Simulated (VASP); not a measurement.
The system is SiC.

```
Si C
1.0
     3.07569    0.00000    0.00000
    -1.53785    2.66363    0.00000
     0.00000    0.00000   10.07065
Si C
4 4
Direct
  0.00000 0.00000 0.18789
  0.00000 0.00000 0.68789
  0.33333 0.66667 0.43784
  0.66667 0.33333 0.93784
  0.00000 0.00000 0.00046
  0.00000 0.00000 0.50046
  0.33333 0.66667 0.24980
  0.66667 0.33333 0.74980
```

Base run:

```yaml
Program: VASP 6.6.1
Functional: BLYP
Potentials_or_basis: VASP PAW PBE potentials, release 64 (Si, C)
Cutoff: 520 eV
k_mesh: 10 × 10 × 3
Occupations: fermi-dirac, width 0.05 eV
Spin: no spin polarisation
```

Its results: band gap on the k mesh 2.54 eV, indirect (least direct gap 3.65 eV); pressure 9.1 GPa; largest force 0.014 eV/Å.

Question: After a change of settings the same cell gave: band gap on the k mesh 2.11 eV, indirect (least direct gap 3.24 eV); pressure 0.8 GPa; largest force 0.005 eV/Å. Which change was it?
A. functional from BLYP to SVWN5; further incar settings from ALGO = Normal; EDIFF = 1e-06; NBANDS = 26 to ALGO = Normal; EDIFF = 1e-07; NBANDS = 26
B. functional from BLYP to LDA; potentials or basis from VASP PAW PBE potentials, release 64 (Si, C) to VASP PAW LDA potentials, release 64 (Si, C)
C. dispersion from none to D4
D. functional from BLYP to PBEsol

Answer: D.

PBEsol binds more tightly than BLYP, so the same cell stands under less pressure.

Caveats: the PAW data sets were made with another functional, which shifts forces and pressure a little.
